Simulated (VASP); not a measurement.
Runs of VASP 6.6.1 on BaTiO3. The structure is that of space group Pm-3m (No. 221), or close to it. The cells are those of the table. 

| level | cell | smearing | gap on the mesh (eV) | pressure (GPa) |
| --- | --- | --- | --- | --- |
| r2SCAN | a = 4.074, b = 4.074, c = 3.940 Å, 5 atoms | gaussian 0.01 eV | (c) | -2.4 |
| r2SCAN | a = 4.034, b = 4.034, c = 3.966 Å, 5 atoms | gaussian 0.01 eV | 2.08 | -0.3 |
| PBE | a = 4.034, b = 4.034, c = 3.966 Å, 5 atoms | fermi-dirac 0.02 eV | (a) | 2.8 |
| PBE | a = 4.114, b = 4.114, c = 3.916 Å, 5 atoms | fermi-dirac 0.02 eV | 1.58 | -1.1 |
| r2SCAN | a = 3.874, b = 3.874, c = 4.089 Å, 5 atoms | gaussian 0.01 eV | (b) | 10.5 |

Alike in all rows: task single point; potentials or basis VASP PAW PBE potentials, release 64 (Ba_sv, Ti_sv, O); no spin polarisation; k mesh 6 × 6 × 6; cutoff (eV) 520.

Question: Estimate the missing entries.

Answer: (a) 1.70; (b) 2.12; (c) 2.02.

Caveats: spin-orbit coupling is left out, which moves the levels of the heavy elements; the PAW data sets were made with another functional, which shifts forces and pressure a little (at least some runs); the stress differs along the axes, from -5 to 2 GPa (at least some runs); the stress differs along the axes, from -4 to 5 GPa (at least some runs); the stress differs along the axes, from 2 to 15 GPa (at least some runs).

A k mesh can miss the band edges, and the runs leave out spin-orbit coupling on Ba.
